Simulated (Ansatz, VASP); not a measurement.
BaTiO3: VASP beside Ansatz

```
CELL_PARAMETERS angstrom
3.96406 0.00000 0.00000
0.00000 3.96406 0.00000
0.00000 0.00000 7.96420
ATOMIC_POSITIONS crystal
Ba 0.00000 0.00000 0.00000
Ba 0.00000 0.00000 0.50000
Ti 0.50000 0.50000 0.25000
Ti 0.50000 0.50000 0.75000
O 0.50000 0.50000 0.00000
O 0.50000 0.50000 0.50000
O 0.50000 0.00000 0.25000
O 0.50000 0.00000 0.75000
O 0.00000 0.50000 0.25000
O 0.00000 0.50000 0.75000
```

Alike in both runs: task single point; functional r2SCAN; k mesh 7 × 7 × 4; no spin polarisation.

|  | VASP | Ansatz |
| --- | --- | --- |
| version | VASP 6.6.1 | Ansatz 0.2.0 |
| potentials or method | VASP PAW PBE potentials, release 64 (Ba_sv, Ti_sv, O), cutoff 520 eV | PAW plane waves |
| occupations | fermi-dirac, width 0.1 eV | fermi-dirac |
| valence electrons in the cell | 80 | 80 |

```tsv
	VASP	Ansatz	Ansatz less VASP
pressure (GPa)	5.5	3.4	-2.05
traceless stress, the component that is largest in VASP (GPa)	-0.69	-0.66	+0.025
```

VASP's potentials were made for PBE, not for r2SCAN.

Neither program's run includes spin-orbit coupling.
